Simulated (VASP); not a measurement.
Here is a VASP 6.6.1 calculation.

INCAR

```
SYSTEM = Sb
PREC     = Accurate       ! precision mode
ENCUT    = 520            ! plane-wave cutoff, eV
EDIFF    = 1E-7           ! SCF threshold, eV
ISMEAR   = -1             ! smearing method
SIGMA    = 0.03           ! smearing width, eV
LREAL    = .False.        ! projectors in reciprocal space
LASPH    = .True.         ! aspherical terms in the spheres
NELM     = 100            ! most SCF steps
ALGO     = Normal         ! electronic algorithm
ISIF     = 2              ! what is computed and relaxed
LWAVE    = .False.        ! write WAVECAR
LCHARG   = .False.        ! write CHGCAR
GGA      = PS             ! functional
NBANDS   = 8              ! bands
```

File KPOINTS:

```
Automatic mesh
0
Gamma
  6 6 6
  0 0 0
```

The input POSCAR:

```
Sb
1.0
    0.0000000000      2.3712425216      2.3712425216
    2.3712425216      0.0000000000      2.3712425216
    2.3712425216      2.3712425216      0.0000000000
Sb
1
Direct
    0.0000000000      0.0000000000      0.0000000000
```

Potentials or basis: VASP PAW PBE potentials, release 64 (Sb).

Launch:

```sh
$ cat potpaw_PBE.64/Sb/POTCAR > POTCAR
$ mpirun -np 1 vasp_std > vasp.out
```

Estimate the pressure.

-1.3 GPa.

Caveat: the k points lie up to 0.38 Å⁻¹ apart; the PAW data sets were made with another functional, which shifts forces and pressure a little.
